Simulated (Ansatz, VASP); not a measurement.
# Two plane-wave programs on Rh

```
Rh
1.0
     2.70960    0.00000    0.00000
     0.00000    3.83195    0.00000
     0.00000    0.00000   24.12880
Rh
7
Direct
  0.00000 0.00000 0.33635
  0.50000 0.50000 0.38637
  0.00000 0.00000 0.44476
  0.50000 0.50000 0.50000
  0.00000 0.00000 0.55524
  0.50000 0.50000 0.61363
  0.00000 0.00000 0.66365
```

Alike in both runs: functional PBE; k mesh 12 × 9 × 1; occupations fermi-dirac, width 0.1 eV; no spin polarisation.

Ansatz relaxed the structure, and its values are those at the end. VASP's run is a single point on that final structure, the one shown.

|  | VASP | Ansatz |
| --- | --- | --- |
| version | VASP 6.6.1 | Ansatz 0.2.0 |
| potentials or method | VASP PAW PBE potentials, release 64 (Rh_pv) | PAW with Ansatz's default frozen-core files, scalar-relativistic |
| plane-wave cutoff (eV) | 520 | 420 |
| valence electrons in the cell | 105 | 119 |

```csv
,VASP,Ansatz,Ansatz less VASP
rms of the force components (eV/Å),0.003,0.002,-0.0008
```

With one functional, cell and mesh, what is left measures potentials, basis and numerics. VASP's potentials hold 105 valence electrons a cell and Ansatz's 119, so a difference there can come from the potentials and not from the codes. Ansatz's warnings: stress scf threshold loose.
